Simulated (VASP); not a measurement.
Runs of VASP 6.6.1 on KBr. It takes space group Fm-3m (No. 225, cubic). Conventional cell: a = 6.604 Å, b = 6.604 Å, c = 6.604 Å, α = 90.00°, β = 90.00°, γ = 90.00°. Within 4.3 Å of K (site symmetry m-3m) lie 6 Br at 3.30 Å. Br (site symmetry m-3m) has 6 K at 3.30 Å within 4.3 Å. 

```tsv
level	potentials or basis	k mesh	grid for exact exchange (PRECFOCK)	screening parameter	gap on the mesh (eV)	pressure (GPa)
HSE06	VASP PAW PBE potentials, release 64 (K_sv, Br)	4 × 4 × 4	Normal	0.2079 1/Å	5.59	(b)
LDA	VASP PAW LDA potentials, release 64 (K_sv, Br)	4 × 4 × 4	-	-	4.03	-1.6
r2SCAN	VASP PAW PBE potentials, release 64 (K_sv, Br)	4 × 4 × 4	-	-	5.07	(a)
PBE	VASP PAW PBE potentials, release 64 (K_sv, Br)	6 × 6 × 6	-	-	4.43	0.7
PBE	VASP PAW PBE potentials, release 64 (K_sv, Br)	4 × 4 × 4	-	-	4.43	0.7
```

Alike in all rows: task single point; no spin polarisation; cell as given; cutoff (eV) 520; smearing gaussian 0.01 eV.

Task: Estimate the missing entries.

Result: (a) 0.0; (b) 0.5.

Caveats: the PAW data sets were made with another functional, which shifts forces and pressure a little (some runs).

A k mesh can miss the band edges, and the runs leave out spin-orbit coupling on Br.
